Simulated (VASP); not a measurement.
## WC: electric field gradients with PBEsol

WC:

```
W C
1.0
     2.90050    0.00000    0.00000
    -1.45025    2.51191    0.00000
     0.00000    0.00000    2.85729
W C
1 1
Direct
  0.00000 0.00000 0.00000
  0.66667 0.33333 0.50000
```

This cell differs from its parent crystal: zz strain of +1 %.

```yaml
Program: VASP 6.6.1
Task: electric field gradients
Functional: PBEsol
Potentials_or_basis: VASP PAW PBE potentials, release 64 (W_sv, C_h)
Cutoff: 910 eV
k_mesh: 13 × 13 × 12
Occupations: fermi-dirac, width 0.05 eV
Spin: no spin polarisation
Dipole_correction: no
Further_INCAR_settings: ALGO = Normal; EDIFF = 1e-08; NBANDS = 16
```

```
Pressure                                : -4.0 GPa
Band gap on the k mesh                  : zero (bands 9 and 10 overlap by 1.26 eV)
Largest electric field gradient by atom : W -123.3; C +0.3 V/Å²
```

Stress tensor (GPa, compression positive):
```
-1.44  0.00  0.00
 0.00 -1.44  0.00
 0.00  0.00 -9.25
```

Levels at points of the mesh, in eV from the Fermi level:
```
           k point  band 7  band 8  band 9  band 10  band 11  band 12
(0.00, 0.00, 0.00)   -3.26   -3.26    0.02     3.19     3.19     5.59
(0.00, 0.00, 0.50)   -1.91   -1.91   -0.61    -0.61     3.50     4.56
```

Electric field gradients, principal values (V/Å²):
```
atom   least  middle  greatest (by size)
 1 W  61.634  61.634            -123.268
 2 C  -0.166  -0.166               0.331
```

Wall time 67 s on 1 thread of AMD EPYC 7R13 Processor (Zen 3), on a shared host, peak memory 0.23 GiB.

Caveat: the cell differs from its parent crystal (zz strain of +1 %); the cutoff is under 1.25 times the usual one of these potentials, so pressure, stress and relaxed cells hold a basis-set (Pulay) error; the cell stands under tension; without QUAD_EFG the Cq values of the log hold for a quadrupole moment of 1 mb, not for the nuclei; the PAW data sets were made with another functional, which shifts forces and pressure a little; spin-orbit coupling is left out, which moves the levels of the heavy elements.
